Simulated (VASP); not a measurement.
A run of VASP 6.6.1 is set up as follows.

INCAR

```
ALGO     = Normal         # electronic algorithm
EDIFF    = 1E-6           # SCF threshold, eV
ENCUT    = 520            # plane-wave cutoff, eV
GGA      = RE             # functional
ISIF     = 2              # what is computed and relaxed
ISMEAR   = 0              # smearing method
ISPIN    = 2              # spin polarisation
IVDW     = 12             # dispersion correction
LASPH    = T              # aspherical terms in the spheres
LCHARG   = F              # write CHGCAR
LMAXMIX  = 4              # l up to which the mixer works
LORBIT   = 11             # projections on sites
LREAL    = F              # projectors in reciprocal space
LWAVE    = F              # write WAVECAR
MAGMOM   = 0              # initial moments
NBANDS   = 16             # bands
NELM     = 150            # most SCF steps
PREC     = Accurate       # precision mode
SIGMA    = 0.15           # smearing width, eV
```

KPOINTS

```
k-points
0
Gamma
  11 11 11
```

File POSCAR:

```
Nb
1.0
   -1.6639500000      1.6639500000      1.6639500000
    1.6639500000     -1.6639500000      1.6639500000
    1.6639500000      1.6639500000     -1.6639500000
Nb
1
Direct
    0.0000000000      0.0000000000      0.0000000000
```

Potentials or basis: VASP PAW PBE potentials, release 64 (Nb_sv).

Run with:

```console
$ cat potpaw_PBE.64/Nb_sv/POTCAR > POTCAR
$ mpirun -np 1 vasp_std > vasp.out
```

Problem. Estimate the dispersion energy per atom.

Solution. -1.322 eV.

Problem. Estimate the pressure.

Solution. -12.5 GPa.

Problem. Predict the net moment.

Solution. 0.00 μB per cell.

Caveat: three body term missing; the PAW data sets were made with another functional, which shifts forces and pressure a little; pairwise dispersion overbinds metals, which lowers pressure and volume.
